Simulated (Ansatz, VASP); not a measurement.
**KBr: VASP beside Ansatz**

File POSCAR:

```
KBr
1.0
    0.0000000000      3.3349454641      3.3349454641
    3.3349454641      0.0000000000      3.3349454641
    3.3349454641      3.3349454641      0.0000000000
K Br
1 1
Direct
    0.0000000000      0.0000000000      0.0000000000
    0.5000000000      0.5000000000      0.5000000000
```

File INCAR.step1:

```
SYSTEM = KBr
  PREC = Accurate
  ENCUT = 520
  ISMEAR = 0
  SIGMA = 0.01
  LREAL = .False.
  LASPH = .True.
  NELM = 80
  NBANDS = 15
  GGA = PE
  ALGO = Normal
  EDIFF = 1E-4
  LWAVE = .True.
  LCHARG = .False.
```

File INCAR.step2:

```
SYSTEM = KBr
  PREC = Accurate
  ENCUT = 520
  EDIFF = 1E-6
  ISMEAR = 0
  SIGMA = 0.01
  LREAL = .False.
  LASPH = .True.
  NELM = 80
  ALGO = Normal
  ISIF = 2
  LWAVE = .False.
  LCHARG = .False.
  METAGGA = R2SCAN
  LMIXTAU = .True.
  NBANDS = 15
  ISTART = 1
```

File KPOINTS:

```
regular mesh
0
Gamma
  6 6 6
  0 0 0
```

Input for Ansatz:

```yaml
crystal:
  lattice:
    - [0.0, 3.3349454641, 3.3349454641]
    - [3.3349454641, 0.0, 3.3349454641]
    - [3.3349454641, 3.3349454641, 0.0]
  atoms:
    - { symbol: K, position: [0.0, 0.0, 0.0] }
    - { symbol: Br, position: [0.5, 0.5, 0.5] }
kpoints:
  mp_grid: { grid: [6, 6, 6] }
hamiltonian:
  xc: r2scan
scf:
  occupations: { method: fixed }
  n_extra_bands: 4
output:
  forces: true
  stress: true
  eigenvalues: true
```

Alike in both runs: task single point; functional r2SCAN; k mesh 6 × 6 × 6; no spin polarisation.

|  | VASP | Ansatz |
| --- | --- | --- |
| version | VASP 6.6.1 | Ansatz 0.2.0 |
| potentials or method | VASP PAW PBE potentials, release 64 (K_sv, Br) | plane waves, PAW |
| plane-wave cutoff (eV) | 520 | 500 |
| occupations | gaussian, width 0.01 eV | fixed |
| valence electrons in the cell | 16 | 16 |

```csv
,VASP,Ansatz,Ansatz less VASP
gap on the k mesh at the Fermi level (eV),4.99,4.99,-0.002
pressure (GPa),-0.4,-0.4,+0.01
```

VASP's potentials were made for PBE, not for r2SCAN.
